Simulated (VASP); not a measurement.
Input of a VASP 6.6.1 run:

INCAR

```
SYSTEM = CuO
PREC = Accurate
ENCUT = 820
EDIFF = 1E-6
ISMEAR = -1
SIGMA = 0.05
LREAL = .False.
LASPH = .True.
NELM = 120
ALGO = Normal
ISIF = 2
LWAVE = .False.
LCHARG = .False.
GGA = CA
NBANDS = 33
GGA_COMPAT = .False.
```

The input KPOINTS:

```
regular mesh
0
Gamma
  9 9 5
  0 0 0
```

Contents of POSCAR:

```
CuO
1.0
    1.9776053960     -2.1390962088      0.0000000000
    1.9776053960      2.1390962088      0.0000000000
    0.0000000000      0.0000000000      5.1213234137
Cu O
2 2
Direct
    0.5000000000      0.0000000000      0.0000000000
    0.0000000000      0.5000000000      0.5000000000
    0.5000000000      0.5000000000      0.2500000000
    0.5000000000      0.5000000000      0.7500000000
```

Potentials or basis: VASP PAW LDA potentials, release 64 (Cu_sv_GW, O).

Command:

```console
$ cat potpaw_LDA.64/Cu_sv_GW/POTCAR potpaw_LDA.64/O/POTCAR > POTCAR
$ mpirun -np 1 vasp_std > vasp.out
```

Problem. What does it give for the pressure?

Solution. -9.6 GPa.

Problem. What does it give for the band gap on the k mesh?

Solution. Zero (bands 25 and 26 overlap by 0.88 eV).

Stress tensor (GPa, compression positive):
```
 -7.71   0.00   0.00
  0.00  -9.67   0.00
  0.00   0.00 -11.38
```

Caveat: the cell stands under tension; semilocal functionals often make such compounds metallic where correlation or magnetic order opens a gap, which also shifts bond lengths. With open d or f shells a metallic result of LDA can be an artefact of self-interaction; +U or a hybrid may open a gap.
